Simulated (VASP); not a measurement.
# BeS (F-43m) in VASP: a series of runs

BeS is run at these levels: LDA, r2SCAN; tasks: single point.

Program: VASP 6.6.1. These are calculated values, not measurements. Logs are shortened: lines on timing, memory, paths and dates and some standing lists are left out, and cuts for length are marked.

## Step 1: The cell of the first run

The structure is cubic, space group F-43m (No. 216). The conventional cell has a = 4.869 Å, b = 4.869 Å, c = 4.869 Å, α = 90.00°, β = 90.00°, γ = 90.00°. Within 2.8 Å of Be (site symmetry -43m) lie 4 S at 2.11 Å. Within 2.8 Å of S (site symmetry -43m) lie 4 Be at 2.11 Å.

## Step 2: Single point, LDA

INCAR

```
PREC = Accurate ; ENCUT = 520
EDIFF = 1E-6 ; ISMEAR = 0
SIGMA = 0.01 ; LREAL = False
LASPH = True ; NELM = 60
ALGO = Normal ; ISIF = 2
LWAVE = False ; LCHARG = True
LELF = True ; LVHAR = True
NBANDS = 11
```

KPOINTS

```
regular mesh
0
Gamma
  10 10 10
```

POSCAR

```
BeS
1.0
    0.0000000000      2.4343066148      2.4343066148
    2.4343066148      0.0000000000      2.4343066148
    2.4343066148      2.4343066148      0.0000000000
Be S
1 1
Direct
    0.0000000000      0.0000000000      0.0000000000
    0.2500000000      0.2500000000      0.2500000000
```

Potentials or basis: VASP PAW LDA potentials, release 64 (Be, S).

Launch:

```
> cat potpaw_LDA.64/Be/POTCAR potpaw_LDA.64/S/POTCAR > POTCAR
> mpirun -np 1 vasp_std > vasp.out
```

OUTCAR:

```text
PREC = Accurate
   ENCUT = 520
   EDIFF = 1E-6
   ISMEAR = 0
   LREAL = False
   LASPH = True
   NELM = 60
   ISIF = 2

 ion  position               nearest neighbor table
   1  0.000  0.000  0.000-   2 2.11   2 2.11   2 2.11   2 2.11
   2  0.250  0.250  0.250-   1 2.11   1 2.11   1 2.11   1 2.11

  LATTYP: Found a face centered cubic cell.
 ALAT       =     4.8686132296

  Lattice vectors:

 A1 = (   0.0000000000,   2.4343066148,   2.4343066148)
 A2 = (   2.4343066148,   0.0000000000,   2.4343066148)
 A3 = (   2.4343066148,   2.4343066148,   0.0000000000)

Analysis of symmetry for initial positions (statically):
=====================================================================
 Subroutine PRICEL returns:
 Original cell was already a primitive cell.

 Routine SETGRP: Setting up the symmetry group for a
 face centered cubic supercell.

 Subroutine GETGRP returns: Found 24 space group operations
 (whereof 24 operations were pure point group operations)
 out of a pool of 48 trial point group operations.

The static configuration has the point symmetry T_d .

Analysis of symmetry for dynamics (positions and initial velocities):
=====================================================================
 Subroutine PRICEL returns:
 Original cell was already a primitive cell.

 Routine SETGRP: Setting up the symmetry group for a
 face centered cubic supercell.

 Subroutine GETGRP returns: Found 24 space group operations
 (whereof 24 operations were pure point group operations)
 out of a pool of 48 trial point group operations.

The dynamic configuration has the point symmetry T_d .

 Subroutine INISYM returns: Found 24 space group operations
 (whereof 24 operations are pure point group operations),
 and found     1 'primitive' translations

----------------------------------------------------------------------------------------

                                     Primitive cell

  volume of cell :      28.8507

  direct lattice vectors                    reciprocal lattice vectors
     0.000000000  2.434306615  2.434306615    -0.205397298  0.205397298  0.205397298
     2.434306615  0.000000000  2.434306615     0.205397298 -0.205397298  0.205397298
     2.434306615  2.434306615  0.000000000     0.205397298  0.205397298 -0.205397298

  length of vectors
     3.442629430  3.442629430  3.442629430     0.355758555  0.355758555  0.355758555

  position of ions in fractional coordinates (direct lattice)
     0.000000000  0.000000000  0.000000000
     0.250000000  0.250000000  0.250000000

  ion indices of the primitive-cell ions
   primitive index   ion index
                 1           1
                 2           2
[... 78 lines left out ...]
   ISIF   =      2    stress and relaxation
   ISYM   =      2    0-nonsym 1-usesym 2-fastsym
   POTIM  = 0.5000    time-step for ionic-motion
   TEBEG  =    0.0;   TEEND  =   0.0 temperature during run
   PSTRESS=    0.0 pullay stress
   NELECT =       8.0000    total number of electrons
   NUPDOWN=      -1.0000    fix difference up-down
   EMIN   =  10.00;   EMAX   =-10.00  energy-range for DOS
   EFERMI =   0.00;   METHOD = LEGACY
   ISMEAR =     0;   SIGMA  =   0.01  broadening in eV -4-tet -1-fermi 0-gaus
   EFERMI_NEDOS =   21; number of points for ismear=-14 and -15
   IALGO  =     38    algorithm
   IMIX   =      4    mixing-type and parameters
     AMIX     =   0.40;   BMIX     =  1.00
     AMIX_MAG =   1.60;   BMIX_MAG =  1.00
  volume/ion in A,a.u.               =      14.43        97.35
  Fermi-wavevector in a.u.,A,eV,Ry     =   1.067545  2.017368 15.505913  1.139652
  Thomas-Fermi vector in A             =   2.203165
   LORBIT       =      0    0 simple, 1 ext, 2 COOP (PROOUT), +10 PAW based schemes
   GGA     = CA    functional components
   LHFCALC =     F    Hartree Fock is set to
   AEXX    =    0.0000 exact exchange contribution
   IVDW    =     0    specifies the selected vdW correction
   LEPSILON=     F    determine dielectric tensor
   LRPA    =     F    only Hartree local field effects (RPA)
 non-spin polarized calculation
 Gauss-broadening in eV      SIGMA  =   0.01
  energy-cutoff  :      520.00
  volume of cell :       28.85
 maximum number of plane-waves:       794
 NGX is ok and might be reduce to    28
   NGX = 13   NGY = 13   NGZ = 13

 number of electron       7.9999999 magnetization

 Free energy of the ion-electron system (eV)
  ---------------------------------------------------
  ext. energy  EPLUGINS =         0.00000000
  ---------------------------------------------------
  free energy    TOTEN  =       -11.12588563 eV

  energy without entropy =      -11.12588563  energy(sigma->0) =      -11.12588563

 E-fermi :   4.0172     XC(G=0):  -9.9436

 val. band max:        3.9104752263   @ k =   0.0000   0.0000   0.0000
 cond. band min:       6.8391757137   @ k =   0.5000   0.5000   0.0000
 fundamental gap:      2.9287004874
 Fermi energy:         4.0171585963

 k-point     1 :       0.0000    0.0000    0.0000
  band No.  band energies     occupation
      1      -9.6688      2.00000
      2       3.9105      2.00000
      3       3.9105      2.00000
      4       3.9105      2.00000
      5       9.4583      0.00000
      6       9.4583      0.00000
      7       9.4583      0.00000
      8       9.4898      0.00000
      9      16.6996      0.00000
     10      16.6996      0.00000
     11      18.4220      0.00000
[... 309 lines left out ...]
 k-point    24 :       0.4000    0.3000    0.0000
  band No.  band energies     occupation
      1      -8.0869      2.00000
      2      -0.2302      2.00000
      3       1.4660      2.00000
      4       1.7262      2.00000
      5       7.8061      0.00000
      6       9.6386      0.00000
      7      13.8625      0.00000
      8      13.9986      0.00000
      9      17.3377      0.00000
     10      19.2331      0.00000
     11      20.3715      0.00000

 [... further k-points ...]
[... 5 lines left out ...]
  --------------------------------------------------------------------------------------
  -------------------------------------------------------------------------------------
  Total       -0.7528057     -0.7528057     -0.7528057      0.0000000      0.0000000     -0.0000000
  in kB      -41.8059062    -41.8059062    -41.8059062      0.0000000      0.0000000     -0.0000000
  external PRESSURE =     -41.8059062 kB  Pullay stress =       0.0000000 kB

 VOLUME and BASIS-vectors are now :
 -----------------------------------------------------------------------------
  energy-cutoff  :      520.00
  volume of cell :       28.85
      direct lattice vectors                 reciprocal lattice vectors
     0.000000000  2.434306615  2.434306615    -0.205397298  0.205397298  0.205397298
     2.434306615  0.000000000  2.434306615     0.205397298 -0.205397298  0.205397298
     2.434306615  2.434306615  0.000000000     0.205397298  0.205397298 -0.205397298

 POSITION                                       TOTAL-FORCE (eV/Angst)
 -----------------------------------------------------------------------------------
      0.00000      0.00000      0.00000        -0.000000     -0.000000     -0.000000
      1.21715      1.21715      1.21715         0.000000      0.000000      0.000000
 -----------------------------------------------------------------------------------
    total drift:                               -0.000000     -0.000000      0.000000

  FREE ENERGIE OF THE ION-ELECTRON SYSTEM (eV)
  ---------------------------------------------------
  free  energy   TOTEN  =       -11.1258856267 eV

  energy  without entropy=      -11.1258856267  energy(sigma->0) =      -11.12588563
```

OSZICAR:

```text
N       E                     dE             d eps       ncg     rms          rms(c)
DAV:   1     0.180069603095E+02    0.18007E+02   -0.38776E+03  1034   0.629E+02
DAV:   2    -0.102433405372E+02   -0.28250E+02   -0.26810E+02  1393   0.107E+02
DAV:   3    -0.113525968747E+02   -0.11093E+01   -0.11063E+01  1367   0.215E+01
DAV:   4    -0.113592304753E+02   -0.66336E-02   -0.66330E-02  1186   0.185E+00
DAV:   5    -0.113592824630E+02   -0.51988E-04   -0.51987E-04  1307   0.172E-01    0.563E+00
DAV:   6    -0.111901816253E+02    0.16910E+00   -0.13167E-01  1162   0.163E+00    0.372E+00
DAV:   7    -0.111262452552E+02    0.63936E-01   -0.13271E-01  1231   0.171E+00    0.828E-01
DAV:   8    -0.111259272142E+02    0.31804E-03   -0.63197E-03  1214   0.424E-01    0.159E-01
DAV:   9    -0.111258842109E+02    0.43003E-04   -0.28845E-04  1225   0.107E-01    0.504E-02
DAV:  10    -0.111258847621E+02   -0.55127E-06   -0.26372E-05  1234   0.238E-02    0.137E-02
DAV:  11    -0.111258856267E+02   -0.86461E-06   -0.38693E-06  1217   0.105E-02
   1 F= -.11125886E+02 E0= -.11125886E+02  d E =-.630786E-54
```

It took 17 s on 1 thread of Intel Xeon 8259CL, shared host; peak memory 0.14 GiB.

Results:

- Free energy: -11.1259 eV
- Pressure: -4.2 GPa
- Band gap on the k mesh: 2.93 eV, indirect (least direct gap 5.55 eV)

Levels at points of the mesh, in eV from the valence-band top:
| k point | band 2 | band 3 | band 4 | band 5 | band 6 | band 7 |
| --- | --- | --- | --- | --- | --- | --- |
| (0.00, 0.00, 0.00) | 0.00 | 0.00 | 0.00 | 5.55 | 5.55 | 5.55 |
| (0.50, 0.00, 0.00) | -5.77 | -1.03 | -1.03 | 5.32 | 6.44 | 6.44 |
| (0.50, 0.50, 0.00) | -4.98 | -2.63 | -2.63 | 2.93 | 4.81 | 12.52 |

A k mesh can miss the band edges. A hybrid or GW would open this gap; LDA tends to underestimate it.

## Step 3: Single point, r2SCAN

POSCAR is that of step 2.

INCAR.step1

```
SYSTEM = BeS
PREC = Accurate
ENCUT = 520
ISMEAR = -1
SIGMA = 0.02
LREAL = .False.
LASPH = .True.
NELM = 60
NBANDS = 11
GGA = PE
ALGO = Normal
EDIFF = 1E-4
LWAVE = .True.
LCHARG = .False.
```

INCAR.step2

```
SYSTEM = BeS
PREC = Accurate
ENCUT = 520
EDIFF = 1E-6
ISMEAR = -1
SIGMA = 0.02
LREAL = .False.
LASPH = .True.
NELM = 60
ALGO = Normal
ISIF = 2
LWAVE = .False.
LCHARG = .False.
METAGGA = R2SCAN
LMIXTAU = .True.
NBANDS = 11
ISTART = 1
```

KPOINTS

```
regular mesh
0
Gamma
  8 8 8
  0 0 0
```

Potentials or basis: VASP PAW PBE potentials, release 64 (Be, S).

Launch:

```
> cat potpaw_PBE.64/Be/POTCAR potpaw_PBE.64/S/POTCAR > POTCAR
> cp INCAR.step1 INCAR
> mpirun -np 1 vasp_std > vasp.out
> cp INCAR.step2 INCAR
> mpirun -np 1 vasp_std > vasp.out
```

Run time: 64 s. Hardware: 1 thread of Intel Xeon 8259CL, shared host; peak memory 0.16 GiB.

Results (log left out):

```
Free energy            : -14.7865 eV
Pressure               : 0.3 GPa
Band gap on the k mesh : 3.60 eV, indirect (least direct gap 6.26 eV)
```

Levels at points of the mesh, in eV from the valence-band top:
| k point | band 2 | band 3 | band 4 | band 5 | band 6 | band 7 |
| --- | --- | --- | --- | --- | --- | --- |
| (0.00, 0.00, 0.00) | 0.00 | 0.00 | 0.00 | 6.26 | 6.26 | 6.26 |
| (0.50, 0.00, 0.00) | -5.88 | -1.04 | -1.04 | 6.06 | 7.14 | 7.14 |
| (0.50, 0.50, 0.00) | -5.13 | -2.67 | -2.67 | 3.60 | 5.39 | 13.77 |

Caveat: the PAW data sets were made with another functional, which shifts forces and pressure a little. r2SCAN opens gaps a little over a GGA but as a rule still falls short of measured ones.

## Step 4: Single point, r2SCAN

POSCAR is that of step 3.

INCAR.step1

```
  PREC = Accurate
  ENCUT = 520
  ISMEAR = 0
  SIGMA = 0.01
  LREAL = False
  LASPH = True
  NELM = 100
  NBANDS = 11
  GGA = PE
  ALGO = Normal
  EDIFF = 1E-4
  LWAVE = True
  LCHARG = False
```

INCAR.step2

```
  PREC = Accurate
  ENCUT = 520
  EDIFF = 1E-6
  ISMEAR = 0
  SIGMA = 0.01
  LREAL = False
  LASPH = True
  NELM = 100
  ALGO = Normal
  ISIF = 2
  LWAVE = False
  LCHARG = False
  METAGGA = R2SCAN
  LMIXTAU = True
  NBANDS = 11
  ISTART = 1
```

KPOINTS

```
Automatic mesh
0
Gamma
  10 10 10
```

Potentials or basis: VASP PAW PBE potentials, release 64 (Be, S).

Launch:

```
> cat potpaw_PBE.64/Be/POTCAR potpaw_PBE.64/S/POTCAR > POTCAR
> cp INCAR.step1 INCAR
> mpirun -np 1 vasp_std > vasp.out
> cp INCAR.step2 INCAR
> mpirun -np 1 vasp_std > vasp.out
```

OUTCAR:

```text
PREC = Accurate
   ENCUT = 520
   EDIFF = 1E-6
   ISMEAR = 0
   LREAL = False
   LASPH = True
   NELM = 100
   ISIF = 2
   METAGGA = R2SCAN
   ISTART = 1

 ion  position               nearest neighbor table
   1  0.000  0.000  0.000-   2 2.11   2 2.11   2 2.11   2 2.11
   2  0.250  0.250  0.250-   1 2.11   1 2.11   1 2.11   1 2.11

  LATTYP: Found a face centered cubic cell.
 ALAT       =     4.8686132296

  Lattice vectors:

 A1 = (   0.0000000000,   2.4343066148,   2.4343066148)
 A2 = (   2.4343066148,   0.0000000000,   2.4343066148)
[... 513 lines left out ...]
      6      10.2085      0.00000
      7      14.7786      0.00000
      8      14.8968      0.00000
      9      18.5677      0.00000
     10      19.9162      0.00000
     11      21.7280      0.00000

 [... further k-points ...]
[... 5 lines left out ...]
  --------------------------------------------------------------------------------------
  -------------------------------------------------------------------------------------
  Total        0.0486012      0.0486012      0.0486012      0.0000000     -0.0000000     -0.0000000
  in kB        2.6989936      2.6989936      2.6989936      0.0000000     -0.0000000     -0.0000000
  external PRESSURE =       2.6989936 kB  Pullay stress =       0.0000000 kB

 VOLUME and BASIS-vectors are now :
 -----------------------------------------------------------------------------
  energy-cutoff  :      520.00
  volume of cell :       28.85
      direct lattice vectors                 reciprocal lattice vectors
     0.000000000  2.434306615  2.434306615    -0.205397298  0.205397298  0.205397298
     2.434306615  0.000000000  2.434306615     0.205397298 -0.205397298  0.205397298
     2.434306615  2.434306615  0.000000000     0.205397298  0.205397298 -0.205397298

 POSITION                                       TOTAL-FORCE (eV/Angst)
 -----------------------------------------------------------------------------------
      0.00000      0.00000      0.00000        -0.000000     -0.000000     -0.000000
      1.21715      1.21715      1.21715         0.000000      0.000000      0.000000
 -----------------------------------------------------------------------------------
    total drift:                                0.000000      0.000000      0.000000

  FREE ENERGIE OF THE ION-ELECTRON SYSTEM (eV)
  ---------------------------------------------------
  free  energy   TOTEN  =       -14.7866640422 eV

  energy  without entropy=      -14.7866640422  energy(sigma->0) =      -14.78666404
```

OSZICAR.step1:

```text
N       E                     dE             d eps       ncg     rms          rms(c)
DAV:   1     0.202887145058E+02    0.20289E+02   -0.38386E+03  1034   0.622E+02
DAV:   2    -0.898390842791E+01   -0.29273E+02   -0.27771E+02  1404   0.115E+02
DAV:   3    -0.101746973673E+02   -0.11908E+01   -0.11877E+01  1398   0.228E+01
DAV:   4    -0.101821668210E+02   -0.74695E-02   -0.74684E-02  1237   0.202E+00
DAV:   5    -0.101822318090E+02   -0.64988E-04   -0.64987E-04  1355   0.197E-01    0.558E+00
DAV:   6    -0.100507810145E+02    0.13145E+00   -0.11826E-01  1181   0.163E+00    0.380E+00
DAV:   7    -0.100119056228E+02    0.38875E-01   -0.11406E-01  1293   0.177E+00    0.101E+00
DAV:   8    -0.100131420243E+02   -0.12364E-02   -0.65335E-03  1340   0.412E-01    0.141E-01
DAV:   9    -0.100132330610E+02   -0.91037E-04   -0.49840E-04  1293   0.140E-01
   1 F= -.10013233E+02 E0= -.10013233E+02  d E =-.517109E-49
```

Wall time 98 s (1 thread of Intel Xeon 8259CL, shared host); peak memory 0.16 GiB.

What came out:

```yaml
Free_energy: -14.7867 eV
Pressure: 0.3 GPa
Band_gap_on_the_k_mesh: 3.60 eV, indirect (least direct gap 6.26 eV)
```

Caveat: the PAW data sets were made with another functional, which shifts forces and pressure a little.

## Step 5: Summary

```csv
level,potentials or basis,k mesh,smearing,gap on the mesh (eV),pressure (GPa)
LDA,"VASP PAW LDA potentials, release 64 (Be, S)",10 × 10 × 10,gaussian 0.01 eV,2.93,-4.2
r2SCAN,"VASP PAW PBE potentials, release 64 (Be, S)",8 × 8 × 8,fermi-dirac 0.02 eV,3.60,0.3
r2SCAN,"VASP PAW PBE potentials, release 64 (Be, S)",10 × 10 × 10,gaussian 0.01 eV,3.60,0.3
```

Alike in all rows: task single point; no spin polarisation; cell a = 3.443 Å, angles 60.0°, 2 atoms; cutoff (eV) 520.

Caveats: the PAW data sets were made with another functional, which shifts forces and pressure a little (some runs).

Total energies depend on the potentials used, so only differences within one code and one set of settings carry meaning.
